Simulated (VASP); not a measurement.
Set up this calculation in VASP 6.6.1, as the native input.

- Task: single point
- Functional: PBE
- Potentials or basis: VASP PAW PBE potentials, release 64 (Si, C)
- Cutoff: 520 eV
- k mesh: 12 × 12 × 4
- Occupations: gaussian, width 0.05 eV
- Spin: no spin polarisation
- Dipole correction: no
- Further INCAR settings: ALGO = Normal; EDIFF = 1e-06; NBANDS = 26

The structure of SiC lies in POSCAR:

```
SiC
1.0
    2.9384316691      0.1050222245      0.1575956330
   -1.3782639202      2.6101349792      0.0300185680
    0.5160103149      0.4114128617     10.0600358906
Si C
4 4
Direct
    0.6399856166      0.3217570048      0.9329125557
    0.3045432715      0.6214436291      0.4077016435
    0.0649139748      0.0270178209      0.7077589469
   -0.0385829251     -0.0337259899      0.1991138666
    0.6392818830      0.3318543745      0.7485416868
    0.3682504028      0.6969331792      0.2523922892
    0.0276910102      0.0249711818      0.5022279505
   -0.0060832339      0.0097487996      0.0013490608
```

This cell differs from its parent crystal: atoms moved at random and the cell strained at random.

The input as run:

INCAR

```
PREC = Accurate ; ENCUT = 520
EDIFF = 1E-6 ; ISMEAR = 0
SIGMA = 0.05 ; LREAL = F
LASPH = T ; NELM = 100
ALGO = Normal ; ISIF = 2
LWAVE = F ; LCHARG = F
GGA = PE ; NBANDS = 26
```

KPOINTS

```
regular mesh
0
Gamma
  12 12 4
```

Potentials or basis: VASP PAW PBE potentials, release 64 (Si, C).

Launch:

```console
$ cat potpaw_PBE.64/Si/POTCAR potpaw_PBE.64/C/POTCAR > POTCAR
$ mpirun -np 1 vasp_std > vasp.out
```

It gave:

```yaml
Pressure: 33.5 GPa
Largest_force: 14.798 eV/Å
Band_gap_on_the_k_mesh: zero (band 16 reaches 11.28 eV, above the bottom of band 17 at 9.94 eV)
```

Caveat: the cell differs from its parent crystal (atoms moved at random and the cell strained at random); forces of over 1 eV/Å act on the atoms, so gaps and moduli don't describe the material at rest.

Wall time 4.7 min on 1 thread of Intel(R) Xeon(R) 6975P-C (Granite Rapids) (shared host), peak memory 0.51 GiB.
